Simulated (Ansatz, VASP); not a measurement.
# NaH3 in VASP and in Ansatz

```
Na H
1.0
     5.25809   -3.03576    0.00000
     5.25809    3.03576    0.00000
    -3.50540    0.00000    4.95738
Na H
2 6
Cartesian
  2.5112 -1.5179 0.1667
  0.7585 1.5179 2.6454
  4.3817 -1.1100 1.2393
  1.3995 -0.2039 1.2393
  7.3640 -0.2039 1.2393
  2.6290 1.1100 3.7180
  5.6113 0.2039 3.7180
  -0.3532 0.2039 3.7180
```

Alike in both runs: task single point; functional PBE; k mesh 4 × 4 × 4; occupations gaussian, width 0.1 eV; no spin polarisation.

|  | VASP | Ansatz |
| --- | --- | --- |
| version | VASP 6.6.1 | Ansatz 0.2.0 |
| potentials or method | VASP PAW PBE potentials, release 64 (Na_pv, H), cutoff 520 eV | scalar-relativistic, plane waves, PAW |
| valence electrons in the cell | 20 | 24 |

```csv
,VASP,Ansatz,Ansatz less VASP
gap on the k mesh at the Fermi level (eV),none,none,-
pressure (GPa),-0.3,-0.3,+0.04
"traceless stress, the component that is largest in VASP (GPa)",-0.69,-0.69,+0.002
rms of the force components (eV/Å),0.212,0.210,-0.0013
```

Atom by atom the forces differ by 0.001 eV/Å (rms over components). A gap of «none» marks a metal or a gap that the smearing closes. With one functional, cell and mesh, what is left measures potentials, basis and numerics. VASP's potentials hold 20 valence electrons a cell and Ansatz's 24, so a difference there can come from the potentials and not from the codes.
